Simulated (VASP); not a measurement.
The system is Bi2Se3.

```
Bi Se
1.0
     5.35319    0.00000    0.00000
    -2.67659    4.63600    0.00000
     0.00000    0.00000    6.34714
Bi Se
2 3
Cartesian
  0.0000 0.0000 1.8333
  0.0000 0.0000 4.5138
  0.0000 3.0907 0.0000
  2.6766 1.5453 2.0278
  2.6766 1.5453 4.3193
```

```yaml
Program: VASP 6.6.1
Task: relaxation of cell and atoms
Functional: PBE
Potentials_or_basis: VASP PAW PBE potentials, release 64 (Bi_d, Se)
Cutoff: 600 eV
k_mesh: 6 × 6 × 4
Occupations: gaussian, width 0.1 eV
Spin: no spin polarisation
```

At the start: pressure 2.8 GPa; volume 31.50 Å³/atom.

Task: Where does the relaxation end?

Result: Over 42 steps the energy falls by 667.1 meV/atom and the volume is 32.67 Å³/atom (+3.7 %); space group P-6m2 (No. 187, to 0.05 Å).

The path:
```csv
step,energy change (eV),largest force (eV/Å),pressure (GPa),volume (Å³)
1,0.0000,4.5426,2.77,157.52
3,-1.1827,0.7974,-3.47,165.57
5,-1.4370,0.5088,0.80,149.95
7,-1.5515,0.5833,0.83,152.55
9,-1.6224,0.2975,-0.69,159.26
11,-1.7148,0.0553,-1.35,168.14
13,-1.7571,0.7914,-0.46,166.78
15,-2.1643,0.7850,1.20,158.63
17,-2.4503,1.8933,4.88,145.98
19,-2.4728,2.1811,5.33,144.33
21,-2.5332,2.4806,4.70,144.28
23,-2.7691,2.0521,2.87,148.15
25,-3.1525,0.8639,-2.67,166.41
27,-3.2226,0.6848,-1.64,162.90
29,-3.2955,0.1366,0.24,158.85
31,-3.3115,0.1867,0.01,159.90
33,-3.3138,0.2167,-0.10,160.42
35,-3.3252,0.0987,0.29,159.69
37,-3.3290,0.1355,0.07,160.75
39,-3.3338,0.0863,-0.02,162.10
41,-3.3352,0.0192,0.12,162.51
42,-3.3356,0.0296,-0.06,163.36
```

Final structure:
```
Bi Se
1.0
     4.19561    0.00000    0.00000
    -2.09781    3.63351    0.00000
     0.00000    0.00000   10.71568
Bi Se
2 3
Direct
  0.00000 0.00000 0.18420
  0.00000 0.00000 0.81580
  0.33333 0.66667 0.00000
  0.66667 0.33333 0.32908
  0.66667 0.33333 0.67092
```

Caveat: this functional lacks dispersion, which binds the layers, so the pressure and a relaxed spacing across them are unreliable.
